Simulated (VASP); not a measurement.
# Sb (P6_3/mmc) in VASP: a series of runs

The runs below take Sb through electric field gradients, with LDA.

Everything below comes from runs of VASP 6.6.1. Logs are shortened: lines on timing, memory, paths and dates and some standing lists are left out, and cuts for length are marked.

## Step 1: The cell of the first run

The structure is hexagonal, space group P6_3/mmc (No. 194). Conventional cell: a = 3.346 Å, b = 3.346 Å, c = 5.294 Å, α = 90.00°, β = 90.00°, γ = 120.00°. Sb (site symmetry -6m2) has 12 Sb at 3.28 to 3.35 Å within 4.3 Å.

## Step 2: Electric field gradients, LDA (volume scaled by 0.98)

INCAR

```
SYSTEM = Sb
PREC = Accurate
ENCUT = 520
EDIFF = 1E-8
ISMEAR = -1
SIGMA = 0.03
LREAL = .FALSE.
LASPH = .TRUE.
NELM = 60
ALGO = Normal
ISIF = 2
LWAVE = .FALSE.
LCHARG = .FALSE.
GGA = CA
LEFG = .TRUE.
NBANDS = 12
```

KPOINTS

```
Automatic mesh
0
G
  12 12 7
  0 0 0
```

POSCAR

```
Sb
1.0
    3.3463887588      0.0000000000      0.0000000000
   -1.6731943794      2.8980576760      0.0000000000
    0.0000000000      0.0000000000      5.2942271101
Sb
2
Direct
    0.3333333333      0.6666666667      0.2500000000
    0.6666666667      0.3333333333      0.7500000000
```

Potentials or basis: VASP PAW LDA potentials, release 64 (Sb).

Launch:

```bash
cat potpaw_LDA.64/Sb/POTCAR > POTCAR
mpirun -np 1 vasp_std > vasp.out
```

OUTCAR:

```text
SYSTEM = Sb
   PREC = Accurate
   ENCUT = 520
   EDIFF = 1E-8
   ISMEAR = -1
   LREAL = .FALSE.
   LASPH = .TRUE.
   NELM = 60
   ISIF = 2
   GGA = CA

 ion  position               nearest neighbor table
   1  0.333  0.667  0.250-   2 3.28   2 3.28   2 3.28   2 3.28   2 3.28   2 3.28
   2  0.667  0.333  0.750-   1 3.28   1 3.28   1 3.28   1 3.28   1 3.28   1 3.28

  LATTYP: Found a hexagonal cell.
 ALAT       =     3.3463887588
 C/A-ratio  =     1.5820717471

  Lattice vectors:

 A1 = (   3.3463887588,   0.0000000000,   0.0000000000)
 A2 = (  -1.6731943794,   2.8980576760,   0.0000000000)
 A3 = (   0.0000000000,   0.0000000000,   5.2942271101)

Analysis of symmetry for initial positions (statically):
=====================================================================
 Subroutine PRICEL returns:
 Original cell was already a primitive cell.

 Routine SETGRP: Setting up the symmetry group for a
 hexagonal supercell.

 Subroutine GETGRP returns: Found 24 space group operations
 (whereof 12 operations were pure point group operations)
 out of a pool of 24 trial point group operations.

The static configuration has the point symmetry D_3d.
 The point group associated with its full space group is D_6h.

Analysis of symmetry for dynamics (positions and initial velocities):
=====================================================================
 Subroutine PRICEL returns:
 Original cell was already a primitive cell.

 Routine SETGRP: Setting up the symmetry group for a
 hexagonal supercell.

 Subroutine GETGRP returns: Found 24 space group operations
 (whereof 12 operations were pure point group operations)
 out of a pool of 24 trial point group operations.

The dynamic configuration has the point symmetry D_3d.
 The point group associated with its full space group is D_6h.

 Subroutine INISYM returns: Found 24 space group operations
 (whereof 12 operations are pure point group operations),
 and found     1 'primitive' translations

----------------------------------------------------------------------------------------

                                     Primitive cell

  volume of cell :      51.3436

  direct lattice vectors                    reciprocal lattice vectors
     3.346388759  0.000000000  0.000000000     0.298829596  0.172529348  0.000000000
    -1.673194379  2.898057676  0.000000000     0.000000000  0.345058695  0.000000000
     0.000000000  0.000000000  5.294227110     0.000000000  0.000000000  0.188884983

  length of vectors
     3.346388759  3.346388759  5.294227110     0.345058695  0.345058695  0.188884983

  position of ions in fractional coordinates (direct lattice)
     0.333333333  0.666666667  0.250000000
     0.666666667  0.333333333  0.750000000

  ion indices of the primitive-cell ions
   primitive index   ion index
                 1           1
                 2           2

----------------------------------------------------------------------------------------

 KPOINTS: Automatic mesh

Automatic generation of k-mesh.
 Grid dimensions read from file:
 generate k-points for:   12   12    7

 Generating k-lattice:

  Cartesian coordinates                     Fractional coordinates (reciprocal lattice)
     0.024902466  0.014377446  0.000000000     0.083333333  0.000000000  0.000000000
     0.000000000  0.028754891  0.000000000     0.000000000  0.083333333  0.000000000
     0.000000000  0.000000000  0.026983569     0.000000000  0.000000000  0.142857143

  Length of vectors
     0.028754891  0.028754891  0.026983569

  Shift w.r.t. Gamma in fractional coordinates (k-lattice)
     0.000000000  0.000000000  0.000000000

 Subroutine IBZKPT returns following result:
 ===========================================

 Found     76 irreducible k-points:

 Following reciprocal coordinates:
            Coordinates               Weight
  0.000000  0.000000  0.000000      1.000000
  0.083333  0.000000  0.000000      6.000000
  0.166667  0.000000  0.000000      6.000000
  0.250000  0.000000  0.000000      6.000000
  0.333333 -0.000000  0.000000      6.000000
  0.416667  0.000000  0.000000      6.000000
[... 16 lines left out ...]
  0.250000  0.000000  0.142857     12.000000
  0.333333 -0.000000  0.142857     12.000000
 [... further k-points ...]
   k-points           NKPTS =     76   k-points in BZ     NKDIM =     76   number of bands    NBANDS=     12
   number of dos      NEDOS =    301   number of ions     NIONS =      2
   total plane-waves  NPLWV =  31360
   dimension x,y,z NGX =    28 NGY =   28 NGZ =   40
   dimension x,y,z NGXF=    56 NGYF=   56 NGZF=   80
   ions per type =               2
   NGX,Y,Z   is equivalent  to a cutoff of  13.91, 13.91, 12.56 a.u.
   NGXF,Y,Z  is equivalent  to a cutoff of  27.82, 27.82, 25.12 a.u.
 SYSTEM =  Sb
   PREC   = accura    normal or accurate (medium, high low for compatibility)
   ISTART =      0    job   : 0-new  1-cont  2-samecut
   ICHARG =      2    charge: 1-file 2-atom 10-const
   ISPIN  =      1    spin polarized calculation?
   LNONCOLLINEAR =      F non collinear calculations
   LSORBIT =      F    spin-orbit coupling
   LASPH  =      T    aspherical Exc in radial PAW
   ENCUT  =  520.0 eV  38.22 Ry    6.18 a.u.   6.22  6.22  9.84*2*pi/ulx,y,z
   NELM   =     60;   NELMIN=  2; NELMDL= -5     # of ELM steps
   EDIFF  = 0.1E-07   stopping-criterion for ELM
   LREAL  =      F    real-space projection
   EDIFFG = 0.1E-06   stopping-criterion for IOM
   NSW    =      0    number of steps for IOM
   IBRION =     -1    ionic relax: 0-MD 1-quasi-New 2-CG
   NFREE  =      0    steps in history (QN), initial steepest desc. (CG)
   ISIF   =      2    stress and relaxation
   ISYM   =      2    0-nonsym 1-usesym 2-fastsym
   POTIM  = 0.5000    time-step for ionic-motion
   TEBEG  =    0.0;   TEEND  =   0.0 temperature during run
   PSTRESS=    0.0 pullay stress
   NELECT =      10.0000    total number of electrons
   NUPDOWN=      -1.0000    fix difference up-down
   EMIN   =  10.00;   EMAX   =-10.00  energy-range for DOS
   EFERMI =   0.00;   METHOD = LEGACY
   ISMEAR =    -1;   SIGMA  =   0.03  broadening in eV -4-tet -1-fermi 0-gaus
   EFERMI_NEDOS =   21; number of points for ismear=-14 and -15
   IALGO  =     38    algorithm
   IMIX   =      4    mixing-type and parameters
     AMIX     =   0.40;   BMIX     =  1.00
     AMIX_MAG =   1.60;   BMIX_MAG =  1.00
  volume/ion in A,a.u.               =      25.67       173.24
  Fermi-wavevector in a.u.,A,eV,Ry     =   0.948956  1.793267 12.252290  0.900518
  Thomas-Fermi vector in A             =   2.077194
   LORBIT       =      0    0 simple, 1 ext, 2 COOP (PROOUT), +10 PAW based schemes
   GGA     = CA    functional components
   LHFCALC =     F    Hartree Fock is set to
   AEXX    =    0.0000 exact exchange contribution
   IVDW    =     0    specifies the selected vdW correction
   LEPSILON=     F    determine dielectric tensor
   LRPA    =     F    only Hartree local field effects (RPA)
 non-spin polarized calculation
  energy-cutoff  :      520.00
  volume of cell :       51.34
 maximum number of plane-waves:      1406
 NGX is ok and might be reduce to    28
   NGX = 13   NGY = 13   NGZ = 19

 number of electron      10.0000000 magnetization

 Free energy of the ion-electron system (eV)
  ---------------------------------------------------
  ext. energy  EPLUGINS =         0.00000000
  ---------------------------------------------------
  free energy    TOTEN  =        -9.15118250 eV

  energy without entropy =       -9.14795760  energy(sigma->0) =       -9.14957005

 E-fermi :   9.0798     XC(G=0): -10.5763

 val. band max:        9.0669282256   @ k =   0.1667   0.0000   0.0000
 cond. band min:       9.0864468018   @ k =   0.3333   0.2500   0.0000
 fundamental gap:      0.0195185762
 Fermi energy:         9.0797637531

 k-point     1 :       0.0000    0.0000    0.0000
  band No.  band energies     occupation
      1      -4.2761      2.00000
      2       0.0415      2.00000
      3       3.0081      2.00000
      4      12.4144      0.00000
      5      12.4144      0.00000
      6      14.2408      0.00000
      7      14.2408      0.00000
      8      15.1948      0.00000
      9      16.5308      0.00000
     10      17.8969      0.00000
     11      18.8718      0.00000
     12      18.8718      0.00000
[... 331 lines left out ...]
 k-point    24 :       0.3333   -0.0000    0.1429
  band No.  band energies     occupation
      1      -2.2244      2.00000
      2       1.0006      2.00000
      3       4.7689      2.00000
      4       6.1872      2.00000
      5       8.0621      2.00000
      6       9.7930      0.00000
      7      11.6333      0.00000
      8      12.9973      0.00000
      9      14.0328      0.00000
     10      16.3371      0.00000
     11      18.0610      0.00000
     12      18.7981      0.00000

 [... further k-points ...]
[... 5 lines left out ...]
  --------------------------------------------------------------------------------------
  -------------------------------------------------------------------------------------
  Total        0.2262961      0.2262961     -0.2867543     -0.0000000      0.0000000      0.0000000
  in kB        7.0615750      7.0615750     -8.9481773     -0.0000000      0.0000000      0.0000000
  external PRESSURE =       1.7249909 kB  Pullay stress =       0.0000000 kB

 VOLUME and BASIS-vectors are now :
 -----------------------------------------------------------------------------
  energy-cutoff  :      520.00
  volume of cell :       51.34
      direct lattice vectors                 reciprocal lattice vectors
     3.346388759  0.000000000  0.000000000     0.298829596  0.172529348  0.000000000
    -1.673194379  2.898057676  0.000000000     0.000000000  0.345058695  0.000000000
     0.000000000  0.000000000  5.294227110     0.000000000  0.000000000  0.188884983

 POSITION                                       TOTAL-FORCE (eV/Angst)
 -----------------------------------------------------------------------------------
     -0.00000      1.93204      1.32356        -0.000000     -0.000000      0.000000
      1.67319      0.96602      3.97067         0.000000      0.000000      0.000000
 -----------------------------------------------------------------------------------
    total drift:                               -0.000000      0.000000      0.000000

  FREE ENERGIE OF THE ION-ELECTRON SYSTEM (eV)
  ---------------------------------------------------
  free  energy   TOTEN  =        -9.1511824983 eV

  energy  without entropy=       -9.1479575995  energy(sigma->0) =       -9.14957005

 Electric field gradients (V/A^2)
---------------------------------------------------------------------
 ion       V_xx      V_yy      V_zz      V_xy      V_xz      V_yz
---------------------------------------------------------------------
   1     -11.621   -11.621    23.243    -0.000     0.000    -0.000
   2     -11.621   -11.621    23.243    -0.000    -0.000     0.000
---------------------------------------------------------------------

 Electric field gradients after diagonalization (V/A^2)
 (convention: |V_zz| > |V_xx| > |V_yy|)
----------------------------------------------------------------------
 ion       V_xx      V_yy      V_zz     asymmetry (V_yy - V_xx)/ V_zz
----------------------------------------------------------------------
   1     -11.621   -11.621    23.243       0.000
   2     -11.621   -11.621    23.243       0.000
----------------------------------------------------------------------

           NMR quadrupolar parameters

 Cq : quadrupolar parameter    Cq=e*Q*V_zz/h
 eta: asymmetry parameters     (V_yy - V_xx)/ V_zz
 Q  : nuclear electric quadrupole moment in mb (millibarn)
----------------------------------------------------------------------
 ion       Cq(MHz)       eta       Q (mb)
----------------------------------------------------------------------
   1       0.056       0.000       1.000
   2       0.056       0.000       1.000
----------------------------------------------------------------------
```

It took 31 s on 1 thread of Intel Xeon 6975P-C, shared host; peak memory 0.18 GiB.

What came out:

* Free energy: -9.1512 eV
* Pressure: 0.2 GPa
* Band gap on the k mesh: zero (band 5 reaches 13.12 eV, above the bottom of band 6 at 6.06 eV)

Stress tensor (GPa, compression positive):
```
 0.71  0.00  0.00
 0.00  0.71  0.00
 0.00  0.00 -0.89
```

Electric field gradients, principal values (V/Å²):
```csv
atom,least,middle,greatest (by size)
1 Sb,-11.621,-11.621,23.243
2 Sb,-11.621,-11.621,23.243
```

Caveat: without QUAD_EFG the Cq values of the log hold for a quadrupole moment of 1 mb, not for the nuclei; spin-orbit coupling is left out, which moves the levels of the heavy elements.

[end of part 1 of 3]
